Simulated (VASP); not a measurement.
# Al2GaP2 (P4mm) in VASP: a series of runs, part 2 of 2

VASP 6.6.1. The steps go on from the part before.

### Step 3. Single point, PBE

This run uses another cell than the first one, of 20.29 Å³/atom, 1.015 times its volume.

File INCAR:

```
SYSTEM = Al2GaP2
PREC     = Accurate       ! precision mode
ENCUT    = 520            ! plane-wave cutoff, eV
EDIFF    = 1E-6           ! SCF threshold, eV
ISMEAR   = 0              ! smearing method
SIGMA    = 0.1            ! smearing width, eV
LREAL    = .FALSE.        ! projectors in reciprocal space
LASPH    = .TRUE.         ! aspherical terms in the spheres
NELM     = 60             ! most SCF steps
ALGO     = Normal         ! electronic algorithm
ISIF     = 2              ! what is computed and relaxed
LWAVE    = .FALSE.        ! write WAVECAR
LCHARG   = .FALSE.        ! write CHGCAR
GGA      = PE             ! functional
NBANDS   = 22             ! bands
```

File KPOINTS:

```
regular mesh
0
G
  4 4 4
  0 0 0
```

File POSCAR:

```
Al2GaP2
1.0
    3.8679117400      0.0000000000      0.0000000000
    0.0000000000      3.8679117400      0.0000000000
    0.0000000000      0.0000000000      6.7795444000
Al Ga P
2 1 2
Direct
    0.0000000000      0.0000000000      0.4773570600
    0.5000000000      0.5000000000      0.1365541200
    0.5000000000      0.5000000000      0.4032638800
    0.0000000000      0.0000000000      0.0519095700
    0.5000000000      0.5000000000      0.8507358800
```

Potentials or basis: VASP PAW PBE potentials, release 64 (Al, Ga_d, P).

On the command line:

```bash
cat potpaw_PBE.64/Al/POTCAR potpaw_PBE.64/Ga_d/POTCAR potpaw_PBE.64/P/POTCAR > POTCAR
mpirun -np 1 vasp_std > vasp.out
```

Run time: 15 s. Hardware: 1 thread of Intel Xeon 6975P-C (Granite Rapids), shared host; peak memory 0.21 GiB.

It converged, with:

```
Free energy   : -13.9984 eV
Pressure      : 14.8 GPa
Largest force : 15.311 eV/Å
```

Forces on the atoms (eV/Å):
```
Al   0.000  0.000 -0.479
Al   0.000  0.000 -7.425
Ga   0.000  0.000 15.311
P    0.000  0.000 -0.168
P    0.000  0.000 -7.239
```

Stress tensor (GPa, compression positive):
```
-6.75  0.00  0.00
 0.00 -6.75  0.00
 0.00  0.00 57.77
```

Levels at points of the mesh, in eV from the Fermi level:
```csv
k point,band 10,band 11,band 12,band 13,band 14,band 15,band 16,band 17,band 18,band 19
"(0.00, 0.00, 0.00)",-2.91,-2.91,-1.08,-0.68,0.35,0.35,1.42,1.42,2.50,2.52
"(0.50, 0.00, 0.00)",-5.23,-3.50,-0.99,-0.90,-0.55,0.27,0.74,1.74,2.42,3.86
"(0.50, 0.50, 0.00)",-5.45,-4.01,-3.08,-2.54,-2.54,-1.41,-0.62,-0.62,1.92,5.03
"(0.00, 0.00, 0.50)",-2.81,-2.81,-2.81,-1.28,-0.37,-0.37,2.36,2.36,2.75,3.10
"(0.50, 0.00, 0.50)",-3.35,-2.40,-1.93,-0.88,-0.87,-0.57,0.45,1.22,2.01,2.90
"(0.50, 0.50, 0.50)",-5.28,-3.59,-3.33,-3.33,-2.52,-0.30,-0.02,0.97,0.97,2.79
```

Caveat: the k points lie up to 0.41 Å⁻¹ apart; forces of over 1 eV/Å act on the atoms, so gaps and moduli don't describe the material at rest.

### Step 4. Single point, PBE

File INCAR:

```
SYSTEM = Al2GaP2
  PREC = Accurate
  ENCUT = 520
  EDIFF = 1E-6
  ISMEAR = 0
  SIGMA = 0.1
  LREAL = .FALSE.
  LASPH = .TRUE.
  NELM = 60
  ALGO = Normal
  ISIF = 2
  LWAVE = .FALSE.
  LCHARG = .TRUE.
  GGA = PE
  LELF = .TRUE.
  LVHAR = .TRUE.
  NBANDS = 22
```

File KPOINTS:

```
Automatic mesh
0
G
  6 6 2
  0 0 0
```

File POSCAR:

```
Al2GaP2
1.0
    3.3836334735      0.0000000000      0.0000000000
    0.0000000000      3.3836334735      0.0000000000
    0.0000000000      0.0000000000      8.7342366251
Al Ga P
2 1 2
Direct
    0.0000000000      0.0000000000      0.4004671773
    0.5000000000      0.5000000000      0.0622996661
    0.5000000000      0.5000000000      0.5316130445
    0.0000000000      0.0000000000      0.1333160325
    0.5000000000      0.5000000000      0.7921245895
```

Potentials or basis: VASP PAW PBE potentials, release 64 (Al, Ga_d, P).

On the command line:

```bash
cat potpaw_PBE.64/Al/POTCAR potpaw_PBE.64/Ga_d/POTCAR potpaw_PBE.64/P/POTCAR > POTCAR
mpirun -np 1 vasp_std > vasp.out
```

OUTCAR:

```text
SYSTEM = Al2GaP2
   PREC = Accurate
   ENCUT = 520
   EDIFF = 1E-6
   ISMEAR = 0
   LREAL = .FALSE.
   LASPH = .TRUE.
   NELM = 60
   ISIF = 2
   GGA = PE

 ion  position               nearest neighbor table
   1  0.000  0.000  0.400-   4 2.33   3 2.65   3 2.65   3 2.65   3 2.65
   2  0.500  0.500  0.062-   5 2.36   4 2.47   4 2.47   4 2.47   4 2.47
   3  0.500  0.500  0.532-   5 2.28   1 2.65   1 2.65   1 2.65   1 2.65
   4  0.000  0.000  0.133-   1 2.33   2 2.47   2 2.47   2 2.47   2 2.47
   5  0.500  0.500  0.792-   3 2.28   2 2.36

  LATTYP: Found a simple tetragonal cell.
 ALAT       =     3.3836334735
[... 696 lines left out ...]
  -------------------------------------------------------------------------------------
  Total        0.0002174      0.0002174     -0.0224932      0.0000000      0.0000000     -0.0000000
  in kB        0.0034832      0.0034832     -0.3603885      0.0000000      0.0000000     -0.0000000
  external PRESSURE =      -0.1178074 kB  Pullay stress =       0.0000000 kB

 VOLUME and BASIS-vectors are now :
 -----------------------------------------------------------------------------
  energy-cutoff  :      520.00
  volume of cell :      100.00
      direct lattice vectors                 reciprocal lattice vectors
     3.383633474  0.000000000  0.000000000     0.295540285  0.000000000  0.000000000
     0.000000000  3.383633474  0.000000000     0.000000000  0.295540285  0.000000000
     0.000000000  0.000000000  8.734236625     0.000000000  0.000000000  0.114491975

 POSITION                                       TOTAL-FORCE (eV/Angst)
 -----------------------------------------------------------------------------------
      0.00000      0.00000      3.49778         0.000000      0.000000     -0.005910
      1.69182      1.69182      0.54414        -0.000000      0.000000      0.003601
      1.69182      1.69182      4.64323        -0.000000     -0.000000      0.001348
      0.00000      0.00000      1.16441         0.000000      0.000000     -0.000543
      1.69182      1.69182      6.91860        -0.000000      0.000000      0.001504
 -----------------------------------------------------------------------------------
    total drift:                                0.000000      0.000000      0.000825

  FREE ENERGIE OF THE ION-ELECTRON SYSTEM (eV)
  ---------------------------------------------------
  free  energy   TOTEN  =       -20.5917335589 eV

  energy  without entropy=      -20.5779702491  energy(sigma->0) =      -20.58485190
```

stdout:

```text
POSCAR found type information on POSCAR AlGaP
 POSCAR found :  3 types and       5 ions
 scaLAPACK will be used
 LDA part: xc-table for (Slater+PW92), standard interpolation
 POSCAR, INCAR and KPOINTS ok, starting setup
 FFT: planning ... GRIDC
 FFT: planning ... GRID_SOFT
 FFT: planning ... GRID
 WAVECAR not read
 entering main loop
```

Run time: 20 s. Hardware: 1 thread of Intel Xeon 6975P-C (Granite Rapids), shared host; peak memory 0.23 GiB.

What came out:

```
Free energy   : -20.5917 eV
Pressure      : 0.0 GPa
Largest force : 0.006 eV/Å
```

Forces in eV/Å, atoms in the order of the input:
```
Al   0.000  0.000 -0.006
Al   0.000  0.000  0.004
Ga   0.000  0.000  0.001
P    0.000  0.000 -0.001
P    0.000  0.000  0.002
```

### Step 5. Summary

```tsv
cell	k mesh	gap on the mesh (eV)	pressure (GPa)	largest force (eV/Å)
a = 3.367, b = 3.367, c = 8.810 Å, 5 atoms	4 × 4 × 4	none	0.0	0.01
a = 3.868, b = 3.868, c = 6.780 Å, 5 atoms	4 × 4 × 4	none	14.8	15.31
a = 3.384, b = 3.384, c = 8.734 Å, 5 atoms	6 × 6 × 2	none	0.0	0.01
```

Alike in all rows: task single point; level PBE; potentials or basis VASP PAW PBE potentials, release 64 (Al, Ga_d, P); no spin polarisation; cutoff (eV) 520; smearing gaussian 0.1 eV.

Caveats: some runs use coarse meshes; forces of over 1 eV/Å act on the atoms, so gaps and moduli don't describe the material at rest (some runs).

Absolute energies hang on the potentials; compare differences alone.
